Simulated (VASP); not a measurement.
# TiB2 in VASP: further runs

TiB2 is run at these levels: PBE; tasks: single point, relaxation of cell and atoms.

Program: VASP 6.6.1. These are calculated values, not measurements. Logs are shortened: lines on timing, memory, paths and dates and some standing lists are left out, and cuts for length are marked.

**1. The cell of the first run**

Symmetry: P6/mmm, No. 191, hexagonal system. The conventional cell has a = 3.033 Å, b = 3.033 Å, c = 3.219 Å, α = 90.00°, β = 90.00°, γ = 120.00°. Ti (site symmetry 6/mmm) has 12 B at 2.38 Å and 8 Ti at 3.03 to 3.22 Å within 3.3 Å. Within 2.4 Å of B (site symmetry -6m2) lie 3 B at 1.75 Å and 6 Ti at 2.38 Å.

The cell was built from a structure type or drawn by symmetry, and may not be a known phase.

**2. Single point, PBE, collinear spin**

Contents of INCAR:

```
ALGO     = Normal         # electronic algorithm
EDIFF    = 1E-6           # SCF threshold, eV
ENCUT    = 520            # plane-wave cutoff, eV
GGA      = PE             # functional
ISIF     = 2              # what is computed and relaxed
ISMEAR   = 0              # smearing method
ISPIN    = 2              # spin polarisation
LASPH    = True           # aspherical terms in the spheres
LCHARG   = True           # write CHGCAR
LELF     = True           # ELF
LMAXMIX  = 4              # l up to which the mixer works
LORBIT   = 11             # projections on sites
LREAL    = False          # projectors in reciprocal space
LVHAR    = True         
LWAVE    = False          # write WAVECAR
MAGMOM   = 1 0 0          # initial moments
NBANDS   = 20             # bands
NELM     = 150            # most SCF steps
PREC     = Accurate       # precision mode
SIGMA    = 0.1            # smearing width, eV
```

Contents of KPOINTS:

```
k-points
0
Gamma
  6 6 6
```

Contents of POSCAR:

```
TiB2
1.0
    3.0330394025      0.0000000000      0.0000000000
   -1.5165197013      2.6266891732      0.0000000000
    0.0000000000      0.0000000000      3.2192489855
Ti B
1 2
Direct
    0.0000000000      0.0000000000      0.0000000000
    0.6666666667      0.3333333333      0.5000000000
    0.3333333333      0.6666666667      0.5000000000
```

Potentials or basis: VASP PAW PBE potentials, release 64 (Ti_sv, B).

Command:

```bash
$ cat potpaw_PBE.64/Ti_sv/POTCAR potpaw_PBE.64/B/POTCAR > POTCAR
$ mpirun -np 1 vasp_std > vasp.out
```

OUTCAR:

```text
EDIFF = 1E-6
   ENCUT = 520
   GGA = PE
   ISIF = 2
   ISMEAR = 0
   ISPIN = 2
   LASPH = True
   LORBIT = 11
   LREAL = False
   NELM = 150
   PREC = Accurate

 ion  position               nearest neighbor table
   1  0.000  0.000  0.000-   2 2.38   3 2.38   2 2.38   3 2.38   3 2.38   3 2.38   2 2.38   2 2.38
                             2 2.38   2 2.38   3 2.38   3 2.38
   2  0.667  0.333  0.500-   3 1.75   3 1.75   3 1.75   1 2.38   1 2.38   1 2.38   1 2.38   1 2.38
                             1 2.38
   3  0.333  0.667  0.500-   2 1.75   2 1.75   2 1.75   1 2.38   1 2.38   1 2.38   1 2.38   1 2.38
                             1 2.38

  LATTYP: Found a hexagonal cell.
 ALAT       =     3.0330394025
 C/A-ratio  =     1.0613937237

  Lattice vectors:

 A1 = (   3.0330394025,   0.0000000000,   0.0000000000)
 A2 = (  -1.5165197013,   2.6266891732,   0.0000000000)
 A3 = (   0.0000000000,   0.0000000000,   3.2192489855)

Analysis of symmetry for initial positions (statically):
=====================================================================
 Subroutine PRICEL returns:
 Original cell was already a primitive cell.

 Routine SETGRP: Setting up the symmetry group for a
 hexagonal supercell.

 Subroutine GETGRP returns: Found 24 space group operations
 (whereof 24 operations were pure point group operations)
 out of a pool of 24 trial point group operations.

The static configuration has the point symmetry D_6h.

Analysis of symmetry for dynamics (positions and initial velocities):
=====================================================================
 Subroutine PRICEL returns:
 Original cell was already a primitive cell.

 Routine SETGRP: Setting up the symmetry group for a
 hexagonal supercell.

 Subroutine GETGRP returns: Found 24 space group operations
 (whereof 24 operations were pure point group operations)
 out of a pool of 24 trial point group operations.

The dynamic configuration has the point symmetry D_6h.

Analysis of structural, dynamic, and magnetic symmetry:
=====================================================================
 Subroutine PRICEL returns:
 Original cell was already a primitive cell.

 Routine SETGRP: Setting up the symmetry group for a
 hexagonal supercell.

 Subroutine GETGRP returns: Found 24 space group operations
 (whereof 24 operations were pure point group operations)
 out of a pool of 24 trial point group operations.

The overall configuration has the point symmetry D_6h.

 Subroutine INISYM returns: Found 24 space group operations
 (whereof 24 operations are pure point group operations),
 and found     1 'primitive' translations

----------------------------------------------------------------------------------------

                                     Primitive cell

  volume of cell :      25.6473

  direct lattice vectors                    reciprocal lattice vectors
     3.033039403  0.000000000  0.000000000     0.329702278  0.190353699  0.000000000
    -1.516519701  2.626689173  0.000000000     0.000000000  0.380707398  0.000000000
     0.000000000  0.000000000  3.219248986     0.000000000  0.000000000  0.310631456

  length of vectors
     3.033039403  3.033039402  3.219248986     0.380707398  0.380707398  0.310631456

  position of ions in fractional coordinates (direct lattice)
     0.000000000  0.000000000  0.000000000
     0.666666667  0.333333333  0.500000000
     0.333333333  0.666666667  0.500000000

  ion indices of the primitive-cell ions
   primitive index   ion index
                 1           1
                 2           2
                 3           3

----------------------------------------------------------------------------------------

 KPOINTS: k-points

Automatic generation of k-mesh.
 Grid dimensions read from file:
 generate k-points for:    6    6    6

 Generating k-lattice:

  Cartesian coordinates                     Fractional coordinates (reciprocal lattice)
     0.054950380  0.031725616  0.000000000     0.166666667  0.000000000  0.000000000
     0.000000000  0.063451233  0.000000000     0.000000000  0.166666667  0.000000000
     0.000000000  0.000000000  0.051771909     0.000000000  0.000000000  0.166666667

  Length of vectors
     0.063451233  0.063451233  0.051771909

  Shift w.r.t. Gamma in fractional coordinates (k-lattice)
     0.000000000  0.000000000  0.000000000

 Subroutine IBZKPT returns following result:
 ===========================================

 Found     28 irreducible k-points:

 Following reciprocal coordinates:
            Coordinates               Weight
  0.000000  0.000000  0.000000      1.000000
  0.166667  0.000000  0.000000      6.000000
  0.333333 -0.000000  0.000000      6.000000
  0.500000 -0.000000  0.000000      3.000000
  0.166667  0.166667  0.000000      6.000000
  0.333333  0.166667  0.000000     12.000000
[... 16 lines left out ...]
  0.166667  0.000000  0.500000      6.000000
  0.333333 -0.000000  0.500000      6.000000
 [... further k-points ...]
   k-points           NKPTS =     28   k-points in BZ     NKDIM =     28   number of bands    NBANDS=     20
   number of dos      NEDOS =    301   number of ions     NIONS =      3
   total plane-waves  NPLWV =  13824
   dimension x,y,z NGX =    24 NGY =   24 NGZ =   24
   dimension x,y,z NGXF=    48 NGYF=   48 NGZF=   48
   ions per type =               1   2
   NGX,Y,Z   is equivalent  to a cutoff of  13.15, 13.15, 12.39 a.u.
   NGXF,Y,Z  is equivalent  to a cutoff of  26.31, 26.31, 24.79 a.u.
 SYSTEM =  unknown system
   PREC   = accura    normal or accurate (medium, high low for compatibility)
   ISTART =      0    job   : 0-new  1-cont  2-samecut
   ICHARG =      2    charge: 1-file 2-atom 10-const
   ISPIN  =      2    spin polarized calculation?
   LNONCOLLINEAR =      F non collinear calculations
   LSORBIT =      F    spin-orbit coupling
   LASPH  =      T    aspherical Exc in radial PAW
   ENCUT  =  520.0 eV  38.22 Ry    6.18 a.u.   5.64  5.64  5.99*2*pi/ulx,y,z
   NELM   =    150;   NELMIN=  2; NELMDL= -5     # of ELM steps
   EDIFF  = 0.1E-05   stopping-criterion for ELM
   LREAL  =      F    real-space projection
   EDIFFG = 0.1E-04   stopping-criterion for IOM
   NSW    =      0    number of steps for IOM
   IBRION =     -1    ionic relax: 0-MD 1-quasi-New 2-CG
   NFREE  =      0    steps in history (QN), initial steepest desc. (CG)
   ISIF   =      2    stress and relaxation
   ISYM   =      2    0-nonsym 1-usesym 2-fastsym
   POTIM  = 0.5000    time-step for ionic-motion
   TEBEG  =    0.0;   TEEND  =   0.0 temperature during run
   PSTRESS=    0.0 pullay stress
   NELECT =      18.0000    total number of electrons
   NUPDOWN=      -1.0000    fix difference up-down
   EMIN   =  10.00;   EMAX   =-10.00  energy-range for DOS
   EFERMI =   0.00;   METHOD = LEGACY
   ISMEAR =     0;   SIGMA  =   0.10  broadening in eV -4-tet -1-fermi 0-gaus
   EFERMI_NEDOS =   21; number of points for ismear=-14 and -15
   IALGO  =     38    algorithm
   IMIX   =      4    mixing-type and parameters
     AMIX     =   0.40;   BMIX     =  1.00
     AMIX_MAG =   1.60;   BMIX_MAG =  1.00
  volume/ion in A,a.u.               =       8.55        57.69
  Fermi-wavevector in a.u.,A,eV,Ry     =   1.454851  2.749270 28.797981  2.116592
  Thomas-Fermi vector in A             =   2.571954
   LORBIT       =     11    0 simple, 1 ext, 2 COOP (PROOUT), +10 PAW based schemes
   GGA     = PE    functional components
   LHFCALC =     F    Hartree Fock is set to
   AEXX    =    0.0000 exact exchange contribution
   IVDW    =     0    specifies the selected vdW correction
   LEPSILON=     F    determine dielectric tensor
   LRPA    =     F    only Hartree local field effects (RPA)
 spin polarized calculation
 Gauss-broadening in eV      SIGMA  =   0.10
  energy-cutoff  :      520.00
  volume of cell :       25.65
 maximum number of plane-waves:       719
 NGX is ok and might be reduce to    24

 number of electron      18.0000000 magnetization      -0.0000658

 number of electron      18.0000000 magnetization       0.0002376

 Free energy of the ion-electron system (eV)
  ---------------------------------------------------
  ext. energy  EPLUGINS =         0.00000000
  ---------------------------------------------------
  free energy    TOTEN  =       -24.38763715 eV

  energy without entropy =      -24.38224610  energy(sigma->0) =      -24.38494162

 E-fermi :   9.7637     XC(G=0): -12.7715

 val. band max:        9.6893223653   @ k =   0.1667   0.1667   0.1667
 cond. band min:       9.7912127264   @ k =   0.1667   0.1667   0.1667
 fundamental gap:      0.1018903611
 Fermi energy:         9.7636512337

 spin component 1

 k-point     1 :       0.0000    0.0000    0.0000
  band No.  band energies     occupation
      1     -46.9515      1.00000
      2     -23.3169      1.00000
      3     -22.9832      1.00000
      4     -22.9832      1.00000
      5      -3.5020      1.00000
      6       7.3770      1.00000
[... 12 lines left out ...]
     19      27.8472      0.00000
     20      29.3366      0.00000

 k-point     2 :       0.1667    0.0000    0.0000
  band No.  band energies     occupation
      1     -46.9381      1.00000
      2     -23.2998      1.00000
      3     -23.0855      1.00000
      4     -23.0064      1.00000
      5      -2.9756      1.00000
      6       6.0073      1.00000
[... 12 lines left out ...]
     19      28.7387      0.00000
     20      29.7850      0.00000
[... 465 lines left out ...]
      3     -23.0645      1.00000
      4     -22.9883      1.00000
      5      -1.3079      1.00000
      6       3.0680      1.00000
[... 12 lines left out ...]
     19      25.7874      0.00000
     20      25.9580      0.00000

 k-point    24 :       0.3333   -0.0000    0.5000
  band No.  band energies     occupation
      1     -46.8968      1.00000
      2     -23.4503      1.00000
      3     -23.2563      1.00000
      4     -23.0316      1.00000
      5      -0.5355      1.00000
      6       3.9783      1.00000
[... 12 lines left out ...]
     19      23.5979      0.00000
     20      26.6403      0.00000

 [... further k-points ...]

 spin component 2

 k-point     1 :       0.0000    0.0000    0.0000
  band No.  band energies     occupation
      1     -46.9516      1.00000
      2     -23.3168      1.00000
      3     -22.9832      1.00000
      4     -22.9832      1.00000
      5      -3.5021      1.00000
      6       7.3770      1.00000
[... 12 lines left out ...]
     19      27.8472      0.00000
     20      29.3364      0.00000

 k-point     2 :       0.1667    0.0000    0.0000
  band No.  band energies     occupation
      1     -46.9383      1.00000
      2     -23.2998      1.00000
      3     -23.0855      1.00000
      4     -23.0064      1.00000
      5      -2.9757      1.00000
      6       6.0073      1.00000
[... 12 lines left out ...]
     19      28.7388      0.00000
     20      29.7848      0.00000
[... 465 lines left out ...]
      3     -23.0645      1.00000
      4     -22.9883      1.00000
      5      -1.3080      1.00000
      6       3.0679      1.00000
[... 12 lines left out ...]
     19      25.7876      0.00000
     20      25.9578      0.00000

 k-point    24 :       0.3333   -0.0000    0.5000
  band No.  band energies     occupation
      1     -46.8969      1.00000
      2     -23.4503      1.00000
      3     -23.2563      1.00000
      4     -23.0316      1.00000
      5      -0.5356      1.00000
      6       3.9783      1.00000
[... 12 lines left out ...]
     19      23.5980      0.00000
     20      26.6404      0.00000

 [... further k-points ...]

------------------------ aborting loop because EDIFF is reached ----------------------------------------

  FORCE on cell =-STRESS in cart. coord.  units (eV):
  Direction    XX          YY          ZZ          XY          YZ          ZX
  --------------------------------------------------------------------------------------
  -------------------------------------------------------------------------------------
  Total        0.1615284      0.1615284     -0.0069574     -0.0000000      0.0000000     -0.0000000
  in kB       10.0906247     10.0906247     -0.4346280     -0.0000000      0.0000000     -0.0000000
  external PRESSURE =       6.5822071 kB  Pullay stress =       0.0000000 kB

 VOLUME and BASIS-vectors are now :
 -----------------------------------------------------------------------------
  energy-cutoff  :      520.00
  volume of cell :       25.65
      direct lattice vectors                 reciprocal lattice vectors
     3.033039403  0.000000000  0.000000000     0.329702278  0.190353699  0.000000000
    -1.516519701  2.626689173  0.000000000     0.000000000  0.380707398  0.000000000
     0.000000000  0.000000000  3.219248986     0.000000000  0.000000000  0.310631456

 POSITION                                       TOTAL-FORCE (eV/Angst)
 -----------------------------------------------------------------------------------
      0.00000      0.00000      0.00000        -0.000000     -0.000000      0.000000
      1.51652      0.87556      1.60962         0.000000      0.000000     -0.000000
     -0.00000      1.75113      1.60962        -0.000000      0.000000      0.000000
 -----------------------------------------------------------------------------------
    total drift:                               -0.000000      0.000000      0.000000

  FREE ENERGIE OF THE ION-ELECTRON SYSTEM (eV)
  ---------------------------------------------------
  free  energy   TOTEN  =       -24.3876371497 eV

  energy  without entropy=      -24.3822460995  energy(sigma->0) =      -24.38494162

 total charge

# of ion       s       p       d       tot
------------------------------------------
    1        2.177   6.210   2.033  10.419
    2        0.686   1.325   0.000   2.011
    3        0.686   1.325   0.000   2.011
--------------------------------------------------
tot          3.549   8.859   2.033  14.442

 magnetization (x)

# of ion       s       p       d       tot
------------------------------------------
    1       -0.000   0.000   0.000   0.000
    2        0.000  -0.000   0.000  -0.000
    3        0.000  -0.000   0.000  -0.000
--------------------------------------------------
tot         -0.000   0.000   0.000   0.000
```

Wall time 18 s (1 thread of AMD EPYC 7R13 (Zen 3), shared host); peak memory 0.13 GiB.

Results:

* Free energy: -24.3876 eV
* Pressure: 0.7 GPa
* Band gap on the k mesh: zero (filled and empty bands overlap)
* Net moment: 0.00 μB per cell
* Valence electrons inside the program's atomic spheres: Ti 10.42; B 2.01

Caveat: the k points lie up to 0.40 Å⁻¹ apart.

**3. Single point, PBE**

This run uses another cell than the first one: it holds 6 atoms, not 3.

Contents of INCAR:

```
PREC = Accurate ; ENCUT = 520
EDIFF = 1E-6 ; ISMEAR = 0
SIGMA = 0.1 ; LREAL = F
LASPH = T ; NELM = 80
ALGO = Normal ; ISIF = 2
LWAVE = F ; LCHARG = F
GGA = PE ; NBANDS = 27
```

Contents of KPOINTS:

```
Automatic mesh
0
Gamma
  6 6 6
```

Contents of POSCAR:

```
TiB2
1.0
   -3.2192489855      2.6256219836      1.5183666278
    3.2192489855     -2.6256219836      1.5183666278
    3.2192489855      2.6256219836     -1.5183666278
Ti B
2 4
Direct
    0.5000000000      0.0000000000      0.5000000000
    0.5000000000      0.5000000000      0.0000000000
    0.8333538793      0.7500035759      0.5833574553
    0.1666461207      0.2499964241      0.4166425447
    0.1666461207      0.7500035759      0.9166496966
    0.8333538793      0.2499964241      0.0833503034
```

Potentials or basis: VASP PAW PBE potentials, release 64 (Ti_sv, B).

Command:

```bash
$ cat potpaw_PBE.64/Ti_sv/POTCAR potpaw_PBE.64/B/POTCAR > POTCAR
$ mpirun -np 1 vasp_std > vasp.out
```

Run time: 76 s. Hardware: 1 thread of AMD EPYC 7R13 (Zen 3), shared host; peak memory 0.2 GiB.

It converged, with:

- Free energy: -48.8335 eV
- Pressure: 0.2 GPa
- Largest force: 0.005 eV/Å
- Band gap on the k mesh: zero (bands 18 and 19 overlap by 0.37 eV)

Forces in eV/Å, atoms in the order of the input:
```
Ti   0.000  0.000  0.000
Ti   0.000  0.000  0.000
B    0.000 -0.005  0.000
B    0.000  0.005  0.000
B    0.000  0.005  0.000
B    0.000 -0.005  0.000
```

Levels at points of the mesh, in eV from the Fermi level:
| k point | band 15 | band 16 | band 17 | band 18 | band 19 | band 20 | band 21 | band 22 |
| --- | --- | --- | --- | --- | --- | --- | --- | --- |
| (0.00, 0.00, 0.00) | -2.49 | -2.48 | -2.14 | -1.96 | 2.02 | 2.03 | 2.64 | 3.05 |
| (0.50, 0.00, 0.00) | -3.13 | -3.05 | -3.02 | -2.13 | 1.48 | 2.63 | 2.86 | 3.05 |
| (0.00, 0.50, 0.00) | -3.24 | -3.24 | -1.83 | -1.83 | 1.60 | 1.60 | 3.04 | 3.04 |
| (0.50, 0.50, 0.00) | -3.07 | -3.07 | -1.10 | -1.10 | 1.32 | 1.32 | 1.52 | 1.52 |
| (0.50, 0.50, 0.50) | -2.13 | -0.43 | -0.42 | -0.07 | -0.07 | 0.57 | 0.59 | 1.47 |

Caveat: the k points lie up to 0.38 Å⁻¹ apart.

**4. Single point, PBE**

Contents of INCAR:

```
SYSTEM = TiB2
ALGO     = Normal         ! electronic algorithm
EDIFF    = 1E-6           ! SCF threshold, eV
ENCUT    = 520            ! plane-wave cutoff, eV
GGA      = PE             ! functional
ISIF     = 2              ! what is computed and relaxed
ISMEAR   = 0              ! smearing method
LASPH    = .True.         ! aspherical terms in the spheres
LCHARG   = .False.        ! write CHGCAR
LREAL    = .False.        ! projectors in reciprocal space
LWAVE    = .False.        ! write WAVECAR
NBANDS   = 16             ! bands
NELM     = 100            ! most SCF steps
PREC     = Accurate       ! precision mode
SIGMA    = 0.1            ! smearing width, eV
```

Contents of KPOINTS:

```
k-points
0
Gamma
  18 18 14
  0 0 0
```

Contents of POSCAR:

```
TiB2
1.0
    3.0319017173      0.0000000000      0.0000000000
   -1.5159508587      2.6257039090      0.0000000000
    0.0000000000      0.0000000000      3.2243878885
Ti B
1 2
Direct
    0.0000000000      0.0000000000      0.0000000000
    0.6666666667      0.3333333333      0.5000000000
    0.3333333333      0.6666666667      0.5000000000
```

Command:

```bash
$ cat potpaw_PBE.64/Ti_sv/POTCAR potpaw_PBE.64/B/POTCAR > POTCAR
$ mpirun -np 1 vasp_std > vasp.out
```

Run time: 2.3 min. Hardware: 1 thread of AMD EPYC 7R13 (Zen 3), shared host; peak memory 0.2 GiB.

The run converged. Its results:

| Item | Value |
| --- | --- |
| Free energy | -24.4307 eV |
| Pressure | 0.2 GPa |
| Band gap on the k mesh | zero (bands 9 and 10 overlap by 0.60 eV) |

Levels at points of the mesh, in eV from the Fermi level:
| k point | band 7 | band 8 | band 9 | band 10 | band 11 | band 12 |
| --- | --- | --- | --- | --- | --- | --- |
| (0.00, 0.00, 0.00) | -2.66 | -2.35 | -2.15 | 1.84 | 1.84 | 3.62 |
| (0.50, 0.00, 0.00) | -3.32 | -3.25 | -2.31 | 1.29 | 2.69 | 3.16 |
| (0.00, 0.00, 0.50) | -0.61 | -0.61 | -0.24 | -0.24 | 0.39 | 0.39 |
| (0.50, 0.00, 0.50) | -4.69 | -3.86 | -3.19 | 2.44 | 2.87 | 4.42 |

(Continued in part 2 of 2.)
